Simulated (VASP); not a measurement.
Wanted: the native input for a VASP 6.6.1 run.

| Quantity | Value |
| --- | --- |
| Task | single point |
| Functional | LDA |
| Potentials or basis | VASP PAW LDA potentials, release 64 (Sn_d, S) |
| Cutoff | 400 eV |
| k mesh | 7 × 3 × 1 |
| Occupations | gaussian, width 0.05 eV |
| Spin | no spin polarisation |
| Dipole correction | yes |
| Further INCAR settings | ALGO = Normal; EDIFF = 1e-06; NBANDS = 116; NELMDL = -8 |

The structure of SnS lies in POSCAR:

```
SnS
1.0
    3.9538335277      0.0000000000      0.0000000000
    0.0000000000     10.9763776513      0.0000000000
    0.0000000000      0.0000000000     24.2794596779
Sn S
10 10
Direct
    0.2500000000      0.8699050694      0.3398269800
    0.7500000000      0.1358860747      0.3398978053
    0.7500000000      0.6214273928      0.4106758861
    0.2500000000      0.3808257861      0.4136257629
    0.2500000000      0.8757351288      0.5000676748
    0.7500000000      0.1242698542      0.4999284772
    0.7500000000      0.6191720948      0.5863714288
    0.2500000000      0.3785766571      0.5893264711
    0.2500000000      0.8641110685      0.6600998282
    0.7500000000      0.1300912753      0.6601700046
    0.2500000000      0.6466601635      0.3369796520
    0.7500000000      0.3585304973      0.3389581698
    0.7500000000      0.8669238932      0.4134749695
    0.2500000000      0.1354462381      0.4138012572
    0.2500000000      0.6530028212      0.4994338565
    0.7500000000      0.3470011434      0.5005705479
    0.7500000000      0.8645502752      0.5861982840
    0.2500000000      0.1330796869      0.5865251186
    0.2500000000      0.6414689253      0.6610429295
    0.7500000000      0.3533359541      0.6630248959
```

These files were run (other wordings do the same):

INCAR

```
SYSTEM = SnS
ALGO = Normal
DIPOL = 0.5 0.5 0.500
EDIFF = 1E-6
ENCUT = 400
GGA = CA
GGA_COMPAT = .False.
IDIPOL = 3
ISIF = 2
ISMEAR = 0
LASPH = .True.
LCHARG = .False.
LDIPOL = .True.
LREAL = .False.
LWAVE = .False.
NBANDS = 116
NELM = 120
NELMDL = -8
PREC = Accurate
SIGMA = 0.05
```

KPOINTS

```
k-points
0
Gamma
  7 3 1
  0 0 0
```

Potentials or basis: VASP PAW LDA potentials, release 64 (Sn_d, S).

Launch:

```bash
$ cat potpaw_LDA.64/Sn_d/POTCAR potpaw_LDA.64/S/POTCAR > POTCAR
$ mpirun -np 1 vasp_std > vasp.out
```

Results of the run:

| Quantity | Value |
| --- | --- |
| Largest force | 0.020 eV/Å |
| Band gap on the k mesh | 0.60 eV |

Caveat: semilocal functionals underestimate gaps, and a narrow one can read as zero; spin-orbit coupling is left out, which moves the levels of the heavy elements.

Run time: 32 min on 1 thread of Oxide Virtual Turin-like Processor, with other jobs on the host, peak memory 0.72 GiB.
